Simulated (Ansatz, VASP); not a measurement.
**GaSb in VASP and in Ansatz**

INCAR

```
ALGO     = Normal         # electronic algorithm
EDIFF    = 1E-7           # SCF threshold, eV
ENCUT    = 520            # plane-wave cutoff, eV
GGA      = PE             # functional
ISIF     = 2              # what is computed and relaxed
ISMEAR   = -1             # smearing method
LASPH    = T              # aspherical terms in the spheres
LCHARG   = F              # write CHGCAR
LREAL    = F              # projectors in reciprocal space
LWAVE    = F              # write WAVECAR
NBANDS   = 16             # bands
NELM     = 60             # most SCF steps
PREC     = Accurate       # precision mode
SIGMA    = 0.02           # smearing width, eV
```

The input KPOINTS:

```
k-points
0
Gamma
  8 8 8
```

The input POSCAR:

```
GaSb
1.0
    0.0000000000      3.0658787979      2.9432436460
    3.0658787979      0.0000000000      2.9432436460
    3.0658787979      3.0658787979      0.0000000000
Ga Sb
1 1
Direct
    0.0000000000      0.0000000000      0.0000000000
    0.2500000000      0.2500000000      0.2500000000
```

Input for Ansatz:

```yaml
crystal:
  lattice:
    - [0.0, 3.0658787979, 2.943243646]
    - [3.0658787979, 0.0, 2.943243646]
    - [3.0658787979, 3.0658787979, 0.0]
  atoms:
    - { symbol: Ga, position: [0.0, 0.0, 0.0] }
    - { symbol: Sb, position: [0.25, 0.25, 0.25] }
kpoints:
  mp_grid: { grid: [8, 8, 8] }
  band_path:
    path:
      - [0.0, 0.0, 0.0]
      - [-0.5, -0.5, 0.0]
      - [-0.375, -0.375, 0.25]
      - [-0.375, 0.0, 0.375]
      - [0.0, 0.0, 0.5]
      - [-0.5, -0.25, 0.25]
    npoints: 1
hamiltonian:
  xc: pbe
scf:
  occupations: { method: fermi_dirac, width: 0.02 }
  n_extra_bands: 4
output:
  forces: true
  stress: true
  eigenvalues: true
```

Change from the starting cell: uniaxial_z strain -4.0%.

Alike in both runs: task single point; functional PBE; k mesh 8 × 8 × 8; occupations fermi-dirac, width 0.02 eV; no spin polarisation.

```csv
,VASP,Ansatz
version,VASP 6.6.1,Ansatz 0.2.0
potentials or method,"VASP PAW PBE potentials, release 64 (Ga_d, Sb)","plane waves, PAW"
plane-wave cutoff (eV),520,420
valence electrons in the cell,18,28
```

```csv
,VASP,Ansatz,Ansatz less VASP
pressure (GPa),4.4,4.3,-0.10
"traceless stress, the component that is largest in VASP (GPa)",1.08,1.08,+0.003
```

VASP's potentials hold 18 valence electrons a cell and Ansatz's 28, so a difference there can come from the potentials and not from the codes.

Spin-orbit coupling is off throughout.
